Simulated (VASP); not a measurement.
YZnSi, 3 atoms in the cell. Symmetry: P-6m2, No. 187, hexagonal system. The conventional cell has a = 4.162 Å, b = 4.162 Å, c = 4.036 Å, α = 90.00°, β = 90.00°, γ = 120.00°. Within 4.2 Å of Y (site symmetry -6m2) lie 6 Zn at 3.14 Å and 6 Si at 3.14 Å and 8 Y at 4.04 to 4.16 Å. Zn (site symmetry -6m2) has 3 Si at 2.40 Å and 6 Y at 3.14 Å within 3.2 Å. Within 3.2 Å of Si (site symmetry -6m2) lie 3 Zn at 2.40 Å and 6 Y at 3.14 Å.  This cell differs from its parent crystal: biaxial strain in the a-b plane: +2.0 %, then relaxed in part.

```yaml
Program: VASP 6.6.1
Task: single point
Functional: r2SCAN
Potentials_or_basis: VASP PAW PBE potentials, release 64 (Y_sv, Zn, Si)
Cutoff: 520 eV
k_mesh: 12 × 12 × 10
Occupations: gaussian, width 0.1 eV
Spin: no spin polarisation
Dipole_correction: no
Further_INCAR_settings: ALGO = Normal; EDIFF = 1e-07; NBANDS = 20
```

Potentials or basis: VASP PAW PBE potentials, release 64 (Y_sv, Zn, Si).

Command:

```console
$ cat potpaw_PBE.64/Y_sv/POTCAR potpaw_PBE.64/Zn/POTCAR potpaw_PBE.64/Si/POTCAR > POTCAR
$ cp INCAR.step1 INCAR
$ mpirun -np 1 vasp_std > vasp.out
$ cp INCAR.step2 INCAR
$ mpirun -np 1 vasp_std > vasp.out
```

Hardware: 1 thread of Intel(R) Xeon(R) 6975P-C (Granite Rapids), on a shared host.

Question: How long does it take, and how much memory?

Answer: Wall time 3.1 min on 1 thread of Intel(R) Xeon(R) 6975P-C (Granite Rapids), with other jobs on the host, peak memory 0.31 GiB. Counts: k points 114.
